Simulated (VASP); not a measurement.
# Se (P3_221) in VASP: notebook

Runs on Se. Level: PBEsol. Tasks: single point.

Everything below comes from runs of VASP 6.6.1. Logs are shortened: lines on timing, memory, paths and dates and some standing lists are left out, and cuts for length are marked.

**1. The cell of the first run**

The structure is trigonal, space group P3_221 (No. 154). The conventional cell has a = 4.355 Å, b = 4.355 Å, c = 4.949 Å, α = 90.00°, β = 90.00°, γ = 120.00°. Within 3.1 Å of Se (site symmetry 2) lie 2 Se at 2.32 Å.

**2. Single point, PBEsol**

The input, INCAR:

```
SYSTEM = Se
ALGO = Normal
EDIFF = 1E-6
ENCUT = 520
GGA = PS
ISIF = 2
ISMEAR = -1
LASPH = .True.
LCHARG = .True.
LELF = .True.
LREAL = .False.
LVHAR = .True.
LWAVE = .False.
NBANDS = 16
NELM = 100
PREC = Accurate
SIGMA = 0.02
```

The input, KPOINTS:

```
k-points
0
Gamma
  8 8 6
  0 0 0
```

The input, POSCAR:

```
Se
1.0
    4.3551696776      0.0000000000      0.0000000000
   -2.1775848388      3.7716875786      0.0000000000
    0.0000000000      0.0000000000      4.9494500000
Se
3
Direct
    0.2170000000      0.0000000000      0.1666666667
    0.0000000000      0.2170000000      0.8333333333
    0.7830000000      0.7830000000      0.5000000000
```

Potentials or basis: VASP PAW PBE potentials, release 64 (Se).

Run with:

```
> cat potpaw_PBE.64/Se/POTCAR > POTCAR
> mpirun -np 1 vasp_std > vasp.out
```

OUTCAR:

```text
SYSTEM = Se
   EDIFF = 1E-6
   ENCUT = 520
   GGA = PS
   ISIF = 2
   ISMEAR = -1
   LASPH = .True.
   LREAL = .False.
   NELM = 100
   PREC = Accurate

 ion  position               nearest neighbor table
   1  0.217  0.000  0.167-   3 2.32   2 2.32
   2  0.000  0.217  0.833-   3 2.32   1 2.32
   3  0.783  0.783  0.500-   1 2.32   2 2.32

  LATTYP: Found a hexagonal cell.
 ALAT       =     4.3551696776
 C/A-ratio  =     1.1364539998

  Lattice vectors:

 A1 = (   4.3551696776,   0.0000000000,   0.0000000000)
 A2 = (  -2.1775848388,   3.7716875786,   0.0000000000)
 A3 = (   0.0000000000,   0.0000000000,   4.9494500000)

Analysis of symmetry for initial positions (statically):
=====================================================================
 Subroutine PRICEL returns:
 Original cell was already a primitive cell.

 Routine SETGRP: Setting up the symmetry group for a
 hexagonal supercell.

 Subroutine GETGRP returns: Found  6 space group operations
 (whereof  2 operations were pure point group operations)
 out of a pool of 24 trial point group operations.

The static configuration has the point symmetry C_2 .
 The point group associated with its full space group is D_3 .

Analysis of symmetry for dynamics (positions and initial velocities):
=====================================================================
 Subroutine PRICEL returns:
 Original cell was already a primitive cell.

 Routine SETGRP: Setting up the symmetry group for a
 hexagonal supercell.

 Subroutine GETGRP returns: Found  6 space group operations
 (whereof  2 operations were pure point group operations)
 out of a pool of 24 trial point group operations.

The dynamic configuration has the point symmetry C_2 .
 The point group associated with its full space group is D_3 .

 Subroutine INISYM returns: Found  6 space group operations
 (whereof  2 operations are pure point group operations),
 and found     1 'primitive' translations

----------------------------------------------------------------------------------------

                                     Primitive cell

  volume of cell :      81.3013

  direct lattice vectors                    reciprocal lattice vectors
     4.355169678  0.000000000  0.000000000     0.229612179  0.132566653  0.000000000
    -2.177584839  3.771687579  0.000000000     0.000000000  0.265133307  0.000000000
     0.000000000  0.000000000  4.949450000     0.000000000  0.000000000  0.202042651

  length of vectors
     4.355169678  4.355169678  4.949450000     0.265133307  0.265133307  0.202042651

  position of ions in fractional coordinates (direct lattice)
     0.217000000  0.000000000  0.166666667
     0.000000000  0.217000000  0.833333333
     0.783000000  0.783000000  0.500000000

  ion indices of the primitive-cell ions
   primitive index   ion index
                 1           1
                 2           2
                 3           3

----------------------------------------------------------------------------------------

 KPOINTS: k-points

Automatic generation of k-mesh.
 Grid dimensions read from file:
 generate k-points for:    8    8    6

 Generating k-lattice:

  Cartesian coordinates                     Fractional coordinates (reciprocal lattice)
     0.028701522  0.016570832  0.000000000     0.125000000  0.000000000  0.000000000
     0.000000000  0.033141663  0.000000000     0.000000000  0.125000000  0.000000000
     0.000000000  0.000000000  0.033673775     0.000000000  0.000000000  0.166666667

  Length of vectors
     0.033141663  0.033141663  0.033673775

  Shift w.r.t. Gamma in fractional coordinates (k-lattice)
     0.000000000  0.000000000  0.000000000

 Subroutine IBZKPT returns following result:
 ===========================================

 Found     50 irreducible k-points:

 Following reciprocal coordinates:
            Coordinates               Weight
  0.000000  0.000000  0.000000      1.000000
  0.125000 -0.000000  0.000000      6.000000
  0.250000 -0.000000  0.000000      6.000000
  0.375000  0.000000  0.000000      6.000000
  0.500000 -0.000000  0.000000      3.000000
  0.125000  0.125000  0.000000      6.000000
[... 16 lines left out ...]
 -0.125000  0.500000  0.166667     12.000000
  0.250000  0.250000  0.166667     12.000000
 [... further k-points ...]
   k-points           NKPTS =     50   k-points in BZ     NKDIM =     50   number of bands    NBANDS=     16
   number of dos      NEDOS =    301   number of ions     NIONS =      3
   total plane-waves  NPLWV =  40960
   dimension x,y,z NGX =    32 NGY =   32 NGZ =   40
   dimension x,y,z NGXF=    64 NGYF=   64 NGZF=   80
   ions per type =               3
   NGX,Y,Z   is equivalent  to a cutoff of  12.22, 12.22, 13.44 a.u.
   NGXF,Y,Z  is equivalent  to a cutoff of  24.43, 24.43, 26.87 a.u.
 SYSTEM =  Se
   PREC   = accura    normal or accurate (medium, high low for compatibility)
   ISTART =      0    job   : 0-new  1-cont  2-samecut
   ICHARG =      2    charge: 1-file 2-atom 10-const
   ISPIN  =      1    spin polarized calculation?
   LNONCOLLINEAR =      F non collinear calculations
   LSORBIT =      F    spin-orbit coupling
   LASPH  =      T    aspherical Exc in radial PAW
   ENCUT  =  520.0 eV  38.22 Ry    6.18 a.u.   8.10  8.10  9.20*2*pi/ulx,y,z
   NELM   =    100;   NELMIN=  2; NELMDL= -5     # of ELM steps
   EDIFF  = 0.1E-05   stopping-criterion for ELM
   LREAL  =      F    real-space projection
   EDIFFG = 0.1E-04   stopping-criterion for IOM
   NSW    =      0    number of steps for IOM
   IBRION =     -1    ionic relax: 0-MD 1-quasi-New 2-CG
   NFREE  =      0    steps in history (QN), initial steepest desc. (CG)
   ISIF   =      2    stress and relaxation
   ISYM   =      2    0-nonsym 1-usesym 2-fastsym
   POTIM  = 0.5000    time-step for ionic-motion
   TEBEG  =    0.0;   TEEND  =   0.0 temperature during run
   PSTRESS=    0.0 pullay stress
   NELECT =      18.0000    total number of electrons
   NUPDOWN=      -1.0000    fix difference up-down
   EMIN   =  10.00;   EMAX   =-10.00  energy-range for DOS
   EFERMI =   0.00;   METHOD = LEGACY
   ISMEAR =    -1;   SIGMA  =   0.02  broadening in eV -4-tet -1-fermi 0-gaus
   EFERMI_NEDOS =   21; number of points for ismear=-14 and -15
   IALGO  =     38    algorithm
   IMIX   =      4    mixing-type and parameters
     AMIX     =   0.40;   BMIX     =  1.00
     AMIX_MAG =   1.60;   BMIX_MAG =  1.00
  volume/ion in A,a.u.               =      27.10       182.88
  Fermi-wavevector in a.u.,A,eV,Ry     =   0.990375  1.871538 13.345180  0.980843
  Thomas-Fermi vector in A             =   2.122041
   LORBIT       =      0    0 simple, 1 ext, 2 COOP (PROOUT), +10 PAW based schemes
   GGA     = PS    functional components
   LHFCALC =     F    Hartree Fock is set to
   AEXX    =    0.0000 exact exchange contribution
   IVDW    =     0    specifies the selected vdW correction
   LEPSILON=     F    determine dielectric tensor
   LRPA    =     F    only Hartree local field effects (RPA)
 non-spin polarized calculation
  energy-cutoff  :      520.00
  volume of cell :       81.30
 maximum number of plane-waves:      2202
   NGX = 17   NGY = 17   NGZ = 19

 number of electron      17.9999997 magnetization

 Free energy of the ion-electron system (eV)
  ---------------------------------------------------
  ext. energy  EPLUGINS =         0.00000000
  ---------------------------------------------------
  free energy    TOTEN  =       -11.40655015 eV

  energy without entropy =      -11.40655015  energy(sigma->0) =      -11.40655015

 E-fermi :   3.0382     XC(G=0):  -9.0271

 val. band max:        2.6565316604   @ k =   0.5000  -0.0000   0.5000
 cond. band min:       3.7095290864   @ k =   0.3750   0.2500   0.5000
 fundamental gap:      1.0529974261
 Fermi energy:         3.0381572998

 k-point     1 :       0.0000    0.0000    0.0000
  band No.  band energies     occupation
      1     -13.5223      2.00000
      2      -9.1996      2.00000
      3      -9.1996      2.00000
      4      -1.3558      2.00000
      5      -1.3558      2.00000
      6      -1.1669      2.00000
[... 8 lines left out ...]
     15       8.8971      0.00000
     16      10.9289      0.00000

 k-point     2 :       0.1250   -0.0000    0.0000
  band No.  band energies     occupation
      1     -13.4663      2.00000
      2      -9.2482      2.00000
      3      -9.1907      2.00000
      4      -1.8601      2.00000
      5      -1.5503      2.00000
      6      -0.9781      2.00000
[... 8 lines left out ...]
     15       9.4517      0.00000
     16      10.8572      0.00000

 k-point     3 :       0.2500   -0.0000    0.0000
  band No.  band energies     occupation
      1     -13.3215      2.00000
      2      -9.3854      2.00000
      3      -9.1688      2.00000
      4      -2.4061      2.00000
      5      -1.8755      2.00000
      6      -0.9715      2.00000
[... 8 lines left out ...]
     15      10.4249      0.00000
     16      11.2793      0.00000

 k-point     4 :       0.3750    0.0000    0.0000
  band No.  band energies     occupation
      1     -13.1599      2.00000
      2      -9.5538      2.00000
      3      -9.1463      2.00000
      4      -2.6977      2.00000
      5      -2.1231      2.00000
      6      -0.9461      2.00000
[... 8 lines left out ...]
     15      11.3794      0.00000
     16      12.2551      0.00000
[... 324 lines left out ...]
 k-point    22 :       0.3750    0.1250    0.1667
  band No.  band energies     occupation
      1     -12.9606      2.00000
      2     -10.3231      2.00000
      3      -8.5406      2.00000
      4      -2.7506      2.00000
      5      -2.5647      2.00000
      6      -0.9274      2.00000
[... 8 lines left out ...]
     15      11.5291      0.00000
     16      12.3348      0.00000

 k-point    23 :      -0.1250    0.5000    0.1667
  band No.  band energies     occupation
      1     -12.9615      2.00000
      2     -10.3121      2.00000
      3      -8.5619      2.00000
      4      -2.7170      2.00000
      5      -2.5158      2.00000
      6      -0.8242      2.00000
[... 8 lines left out ...]
     15      11.1705      0.00000
     16      12.0218      0.00000

 k-point    24 :       0.2500    0.2500    0.1667
  band No.  band energies     occupation
      1     -12.9625      2.00000
      2     -10.3099      2.00000
      3      -8.5581      2.00000
      4      -2.7774      2.00000
      5      -2.5016      2.00000
      6      -0.7693      2.00000
[... 8 lines left out ...]
     15      11.2023      0.00000
     16      12.1296      0.00000

 [... further k-points ...]
[... 5 lines left out ...]
  --------------------------------------------------------------------------------------
  -------------------------------------------------------------------------------------
  Total        1.1679930      1.1679930      2.4353818      0.0000000     -0.0000000      0.0000000
  in kB       23.0172320     23.0172320     47.9932220      0.0000000     -0.0000000      0.0000000
  external PRESSURE =      31.3425620 kB  Pullay stress =       0.0000000 kB

 VOLUME and BASIS-vectors are now :
 -----------------------------------------------------------------------------
  energy-cutoff  :      520.00
  volume of cell :       81.30
      direct lattice vectors                 reciprocal lattice vectors
     4.355169678  0.000000000  0.000000000     0.229612179  0.132566653  0.000000000
    -2.177584839  3.771687579  0.000000000     0.000000000  0.265133307  0.000000000
     0.000000000  0.000000000  4.949450000     0.000000000  0.000000000  0.202042651

 POSITION                                       TOTAL-FORCE (eV/Angst)
 -----------------------------------------------------------------------------------
      0.94507      0.00000      0.82491         1.068930      0.000000      0.000000
     -0.47254      0.81846      4.12454        -0.534465      0.925720     -0.000000
      1.70505      2.95323      2.47472        -0.534465     -0.925720     -0.000000
 -----------------------------------------------------------------------------------
    total drift:                                0.000001      0.000001     -0.000000

  FREE ENERGIE OF THE ION-ELECTRON SYSTEM (eV)
  ---------------------------------------------------
  free  energy   TOTEN  =       -11.4065501455 eV

  energy  without entropy=      -11.4065501455  energy(sigma->0) =      -11.40655015
```

It took 45 s on 1 thread of AMD EPYC 7R43 (Zen 3), shared host; peak memory 0.18 GiB.

What came out:

- Free energy: -11.4066 eV
- Pressure: 3.1 GPa
- Largest force: 1.069 eV/Å
- Band gap on the k mesh: 1.05 eV, indirect (least direct gap 1.12 eV)

Forces in eV/Å, atoms in the order of the input:
```
Se   1.069  0.000  0.000
Se  -0.534  0.926  0.000
Se  -0.534 -0.926  0.000
```

Levels at points of the mesh, in eV from the valence-band top:
```csv
k point,band 7,band 8,band 9,band 10,band 11,band 12
"(0.00, 0.00, 0.00)",-2.21,-2.21,-0.41,2.01,2.01,2.40
"(0.50, 0.00, 0.00)",-3.00,-1.98,-1.07,2.01,2.56,4.31
"(0.00, 0.00, 0.50)",-1.59,-1.59,-1.22,1.24,1.34,1.34
"(0.50, 0.00, 0.50)",-1.90,-1.45,0.00,1.50,2.76,3.14
```

Caveat: the PAW data sets were made with another functional, which shifts forces and pressure a little. A k mesh can miss the band edges.

[end of part 1 of 2]
